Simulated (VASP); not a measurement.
# NaF (I4mm) in VASP: a series of runs, part 2 of 2

VASP 6.6.1. The steps go on from the part before.

### Step 3. Single point, PBEsol (all F atoms moved +0.050 Å, as atom 2 along Cartesian [0 0 1])

The input, INCAR:

```
  ALGO = Normal
  EDIFF = 1E-6
  ENCUT = 520
  GGA = PS
  ISIF = 2
  ISMEAR = 0
  LASPH = True
  LCHARG = False
  LREAL = False
  LWAVE = False
  NBANDS = 14
  NELM = 100
  PREC = Accurate
  SIGMA = 0.05
```

The input, KPOINTS:

```
k-points
0
Gamma
  8 8 8
```

The input, POSCAR:

```
NaF
1.0
    0.0000000000      2.3233000000      2.3233000000
    2.3233000000      0.0000000000      2.3233000000
    2.3233000000      2.3233000000      0.0000000000
Na F
1 1
Direct
    0.0000000000      0.0000000000      0.0000000000
    0.5107605561      0.5107605561      0.4892394439
```

Potentials or basis: VASP PAW PBE potentials, release 64 (Na_pv, F).

The run is started by

```console
> cat potpaw_PBE.64/Na_pv/POTCAR potpaw_PBE.64/F/POTCAR > POTCAR
> mpirun -np 1 vasp_std > vasp.out
```

Run time: 24 s. Hardware: 1 thread of AMD EPYC 7R13 (Zen 3), shared host; peak memory 0.11 GiB.

It converged, with:

```
Free energy            : -8.7660 eV
Pressure               : -0.6 GPa
Largest force          : 0.110 eV/Å
Band gap on the k mesh : 6.12 eV, direct
```

Forces on the atoms (eV/Å):
```
Na   0.000  0.000  0.110
F    0.000  0.000 -0.110
```

Stress tensor (GPa, compression positive):
```
-0.65  0.00  0.00
 0.00 -0.65  0.00
 0.00  0.00 -0.38
```

Levels at points of the mesh, in eV from the valence-band top:
| k point | band 5 | band 6 | band 7 | band 8 | band 9 | band 10 |
| --- | --- | --- | --- | --- | --- | --- |
| (0.00, 0.00, 0.00) | 0.00 | 0.00 | 0.00 | 6.12 | 18.79 | 18.79 |
| (0.50, 0.00, 0.00) | -1.60 | -0.25 | -0.25 | 10.56 | 12.27 | 19.89 |
| (0.50, 0.50, 0.00) | -1.28 | -0.41 | -0.41 | 12.89 | 13.07 | 13.47 |
| (0.00, 0.50, 0.50) | -1.29 | -0.41 | -0.41 | 12.91 | 13.07 | 13.44 |

Caveat: the cell differs from its parent crystal (all F atoms moved +0.050 Å, as atom 2 along Cartesian [0 0 1]); the PAW data sets were made with another functional, which shifts forces and pressure a little.

### Step 4. Single point, PBEsol (all F atoms moved +0.075 Å, as atom 2 along Cartesian [0 0 1])

The input, INCAR:

```
PREC     = Accurate       # precision mode
ENCUT    = 520            # plane-wave cutoff, eV
EDIFF    = 1E-7           # SCF threshold, eV
ISMEAR   = 0              # smearing method
SIGMA    = 0.05           # smearing width, eV
LREAL    = F              # projectors in reciprocal space
LASPH    = T              # aspherical terms in the spheres
NELM     = 100            # most SCF steps
ALGO     = Normal         # electronic algorithm
ISIF     = 2              # what is computed and relaxed
LWAVE    = F              # write WAVECAR
LCHARG   = F              # write CHGCAR
GGA      = PS             # functional
NBANDS   = 14             # bands
```

The input, KPOINTS:

```
Automatic mesh
0
Gamma
  8 8 8
```

POSCAR, as its differences from that of step 3:

```diff
@@ -9,2 +9,2 @@
     0.0000000000      0.0000000000      0.0000000000
-    0.5107605561      0.5107605561      0.4892394439
+    0.5161408342      0.5161408342      0.4838591658
```

The run is started by

```console
> cat potpaw_PBE.64/Na_pv/POTCAR potpaw_PBE.64/F/POTCAR > POTCAR
> mpirun -np 1 vasp_std > vasp.out
```

Run time: 29 s. Hardware: 1 thread of AMD EPYC 7R13 (Zen 3), shared host; peak memory 0.11 GiB.

Results (log left out):

| Quantity | Value |
| --- | --- |
| Free energy | -8.7625 eV |
| Pressure | -0.4 GPa |
| Largest force | 0.169 eV/Å |
| Band gap on the k mesh | 6.12 eV, direct |

Forces in eV/Å, atoms in the order of the input:
```
Na   0.000  0.000  0.169
F    0.000  0.000 -0.169
```

Stress tensor (GPa, compression positive):
```
-0.62  0.00  0.00
 0.00 -0.62  0.00
 0.00  0.00  0.01
```

Levels at points of the mesh, in eV from the valence-band top:
| k point | band 5 | band 6 | band 7 | band 8 | band 9 | band 10 |
| --- | --- | --- | --- | --- | --- | --- |
| (0.00, 0.00, 0.00) | 0.00 | 0.00 | 0.00 | 6.12 | 18.79 | 18.80 |
| (0.50, 0.00, 0.00) | -1.60 | -0.25 | -0.25 | 10.56 | 12.26 | 19.88 |
| (0.50, 0.50, 0.00) | -1.28 | -0.40 | -0.40 | 12.86 | 13.07 | 13.49 |
| (0.00, 0.50, 0.50) | -1.28 | -0.41 | -0.40 | 12.92 | 13.08 | 13.43 |

Caveat: the cell differs from its parent crystal (all F atoms moved +0.075 Å, as atom 2 along Cartesian [0 0 1]); the PAW data sets were made with another functional, which shifts forces and pressure a little.

### Step 5. Single point, PBEsol (all F atoms moved +0.025 Å, as atom 2 along Cartesian [0 0 1])

INCAR is that of step 4.

The input, KPOINTS:

```
regular mesh
0
Gamma
  8 8 8
```

POSCAR, as its differences from that of step 4:

```diff
@@ -9,2 +9,2 @@
     0.0000000000      0.0000000000      0.0000000000
-    0.5161408342      0.5161408342      0.4838591658
+    0.5053802781      0.5053802781      0.4946197219
```

Potentials or basis: VASP PAW PBE potentials, release 64 (Na_pv, F).

The run is started by

```console
> cat potpaw_PBE.64/Na_pv/POTCAR potpaw_PBE.64/F/POTCAR > POTCAR
> mpirun -np 1 vasp_std > vasp.out
```

OUTCAR:

```text
PREC = Accurate
   ENCUT = 520
   EDIFF = 1E-7
   ISMEAR = 0
   LREAL = F
   LASPH = T
   NELM = 100
   ISIF = 2
   GGA = PS

 ion  position               nearest neighbor table
   1  0.000  0.000  0.000-   2 2.30   2 2.32   2 2.32   2 2.32   2 2.32   2 2.35
   2  0.505  0.505  0.495-   1 2.30   1 2.32   1 2.32   1 2.32   1 2.32   1 2.35

  LATTYP: Found a face centered cubic cell.
 ALAT       =     4.6466000000

  Lattice vectors:

 A1 = (   0.0000000000,   2.3233000000,   2.3233000000)
 A2 = (   2.3233000000,   0.0000000000,   2.3233000000)
[... 585 lines left out ...]
     10      14.2362      0.00000
     11      17.3768      0.00000
     12      17.4445      0.00000
     13      23.1283      0.00000
     14      24.6002      0.00000

 [... further k-points ...]
[... 5 lines left out ...]
  --------------------------------------------------------------------------------------
  -------------------------------------------------------------------------------------
  Total       -0.0864245     -0.0864245     -0.0754617      0.0000000     -0.0000000      0.0000000
  in kB       -5.5207934     -5.5207934     -4.8204903      0.0000000     -0.0000000      0.0000000
  external PRESSURE =      -5.2873590 kB  Pullay stress =       0.0000000 kB

 VOLUME and BASIS-vectors are now :
 -----------------------------------------------------------------------------
  energy-cutoff  :      520.00
  volume of cell :       25.08
      direct lattice vectors                 reciprocal lattice vectors
     0.000000000  2.323300000  2.323300000    -0.215211122  0.215211122  0.215211122
     2.323300000  0.000000000  2.323300000     0.215211122 -0.215211122  0.215211122
     2.323300000  2.323300000  0.000000000     0.215211122  0.215211122 -0.215211122

 POSITION                                       TOTAL-FORCE (eV/Angst)
 -----------------------------------------------------------------------------------
      0.00000      0.00000      0.00000         0.000000      0.000000      0.053874
      2.32330      2.32330      2.34830         0.000000      0.000000     -0.053874
 -----------------------------------------------------------------------------------
    total drift:                               -0.000002     -0.000002      0.000965

  FREE ENERGIE OF THE ION-ELECTRON SYSTEM (eV)
  ---------------------------------------------------
  free  energy   TOTEN  =        -8.7680142766 eV

  energy  without entropy=       -8.7680142766  energy(sigma->0) =       -8.76801428
```

OSZICAR:

```text
N       E                     dE             d eps       ncg     rms          rms(c)
DAV:   1     0.104730276429E+03    0.10473E+03   -0.77024E+03  1688   0.121E+03
DAV:   2    -0.445596303822E+01   -0.10919E+03   -0.10113E+03  1796   0.341E+02
DAV:   3    -0.949982062296E+01   -0.50439E+01   -0.50346E+01  2054   0.665E+01
DAV:   4    -0.953940379003E+01   -0.39583E-01   -0.39582E-01  1838   0.630E+00
DAV:   5    -0.953981040391E+01   -0.40661E-03   -0.40661E-03  2078   0.640E-01    0.491E+00
DAV:   6    -0.878349769435E+01    0.75631E+00   -0.26106E+00  1964   0.144E+01    0.181E+00
DAV:   7    -0.876876311119E+01    0.14735E-01   -0.29368E-02  1748   0.209E+00    0.103E+00
DAV:   8    -0.876764525523E+01    0.11179E-02   -0.25934E-02  1814   0.348E+00    0.152E-01
DAV:   9    -0.876813252978E+01   -0.48727E-03   -0.42384E-03  1994   0.629E-01    0.118E-01
DAV:  10    -0.876801152694E+01    0.12100E-03   -0.99853E-04  1856   0.361E-01    0.148E-02
DAV:  11    -0.876801392419E+01   -0.23972E-05   -0.44838E-05  1892   0.139E-01    0.696E-03
DAV:  12    -0.876801425469E+01   -0.33050E-06   -0.61453E-06  1994   0.315E-02    0.293E-03
DAV:  13    -0.876801427663E+01   -0.21939E-07   -0.95189E-07  1850   0.906E-03
   1 F= -.87680143E+01 E0= -.87680143E+01  d E =-.460854E-12
```

stdout:

```text
POSCAR found type information on POSCAR NaF
 POSCAR found :  2 types and       2 ions
 scaLAPACK will be used
 -----------------------------------------------------------------------------
|                                                                             |
|                                                                             |
|     You enforced a specific xc type in the INCAR file but a different       |
|     I HOPE YOU KNOW WHAT YOU ARE DOING!                                     |
|                                                                             |
 -----------------------------------------------------------------------------

 LDA part: xc-table for (Slater+PW92), standard interpolation
 POSCAR, INCAR and KPOINTS ok, starting setup
 FFT: planning ... GRIDC
 FFT: planning ... GRID_SOFT
 FFT: planning ... GRID
 WAVECAR not read
 entering main loop
```

It took 20 s on 1 thread of AMD EPYC 7R13 (Zen 3), shared host; peak memory 0.11 GiB.

What came out:

- Free energy: -8.7680 eV
- Pressure: -0.5 GPa
- Largest force: 0.054 eV/Å
- Band gap on the k mesh: 6.12 eV, direct

Forces in eV/Å, atoms in the order of the input:
```
Na   0.000  0.000  0.054
F    0.000  0.000 -0.054
```

Caveat: the cell differs from its parent crystal (all F atoms moved +0.025 Å, as atom 2 along Cartesian [0 0 1]); the PAW data sets were made with another functional, which shifts forces and pressure a little.
